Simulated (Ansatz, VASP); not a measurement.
## One calculation of Cr, two programs

```
Cr
1.0
     1.14705   -2.46703    0.00000
     1.14705    2.46703    0.00000
     0.00000    0.00000    4.06431
Cr
2
Direct
  0.12947 0.87053 0.75000
  0.87053 0.12947 0.25000
```

Alike in both runs: task relaxation of cell and atoms; functional PBEsol; k mesh 20 × 20 × 10; occupations gaussian, width 0.1 eV; no spin polarisation.

|  | VASP | Ansatz |
| --- | --- | --- |
| version | VASP 6.6.1 | Ansatz 0.2.0 |
| potentials or method | VASP PAW PBE potentials, release 64 (Cr_pv), cutoff 600 eV | scalar-relativistic, plane waves, PAW |
| valence electrons in the cell | 24 | 28 |

|  | VASP | Ansatz | Ansatz less VASP |
| --- | --- | --- | --- |
| gap on the k mesh at the Fermi level, each at its own relaxed structure (eV) | none | none | - |
| relaxed volume (Å³/atom) | 11.39 | 11.41 | +0.020 |
| relaxed cell length with the largest relative difference (Å) | 4.180 | 4.184 | +0.0041 |

VASP's potentials were made for PBE, not for PBEsol. A gap of «none» marks a metal or a gap that the smearing closes. VASP's potentials hold 24 valence electrons a cell and Ansatz's 28, so a difference there can come from the potentials and not from the codes.
